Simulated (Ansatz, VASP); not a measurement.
## One calculation of Ga2Te2S, two programs

INCAR

```
PREC = Accurate
ENCUT = 520
EDIFF = 1E-6
ISMEAR = 0
SIGMA = 0.1
LREAL = False
LASPH = True
NELM = 60
ALGO = Normal
ISIF = 2
LWAVE = False
LCHARG = False
GGA = PE
NBANDS = 30
```

File KPOINTS:

```
regular mesh
0
Gamma
  6 6 2
```

File POSCAR:

```
Ga2Te2S
1.0
    4.7945149800      0.0000000000      0.0000000000
   -2.3972574900      4.1521717700      0.0000000000
    0.0000000000      0.0000000000      7.9583086500
Ga Te S
2 2 1
Direct
    0.6666666700      0.3333333300      0.3717364700
    0.3333333300      0.6666666700      0.6282635300
    0.3333333300      0.6666666700      0.2578401600
    0.6666666700      0.3333333300      0.7421598400
    0.0000000000      0.0000000000      0.0000000000
```

Input for Ansatz:

```yaml
crystal:
  lattice:
    - [4.79451498, 0.0, 0.0]
    - [-2.39725749, 4.15217177, 0.0]
    - [0.0, 0.0, 7.95830865]
  atoms:
    - { symbol: Ga, position: [0.66666667, 0.33333333, 0.37173647] }
    - { symbol: Ga, position: [0.33333333, 0.66666667, 0.62826353] }
    - { symbol: Te, position: [0.33333333, 0.66666667, 0.25784016] }
    - { symbol: Te, position: [0.66666667, 0.33333333, 0.74215984] }
    - { symbol: S, position: [0.0, 0.0, 0.0] }
basis:
  ecutwfc: 420
kpoints:
  mp_grid: { grid: [6, 6, 2] }
hamiltonian:
  xc: pbe
scf:
  occupations: { method: gaussian, width: 0.1 }
  lower_state_search: "off"
output:
  forces: true
  stress: true
  eigenvalues: true
```

Change from the starting cell: species swapped into the SrMg2Sb2 type (P-3m1, No. 164).

Alike in both runs: task single point; functional PBE; k mesh 6 × 6 × 2; occupations gaussian, width 0.1 eV; no spin polarisation.

|  | VASP | Ansatz |
| --- | --- | --- |
| version | VASP 6.6.1 | Ansatz 0.2.0 |
| potentials or method | VASP PAW PBE potentials, release 64 (Ga_d, Te, S), cutoff 520 eV | scalar-relativistic, plane waves, PAW |
| valence electrons in the cell | 44 | 64 |

Ansatz gave:

| Item | Value |
| --- | --- |
| gap on the k mesh at the Fermi level (eV) | none |
| pressure (GPa) | -4.0 |
| traceless stress, the component that is largest in VASP (GPa) | -0.13 |
| rms of the force components (eV/Å) | 0.147 |

Question: What did VASP give for the same quantities?

Answer: gap on the k mesh at the Fermi level (eV): none; pressure (GPa): -4.0; traceless stress, the component that is largest in VASP (GPa): -0.11; rms of the force components (eV/Å): 0.153.

Atom by atom the forces differ by 0.006 eV/Å (rms over components). A gap of «none» marks a metal or a gap that the smearing closes. The functional is the same, so the differences come from potentials, cutoffs and numerics. VASP's potentials hold 44 valence electrons a cell and Ansatz's 64, so a difference there can come from the potentials and not from the codes.

The k mesh is coarse, so the values compare programs but aren't converged. Spin-orbit coupling is off throughout.
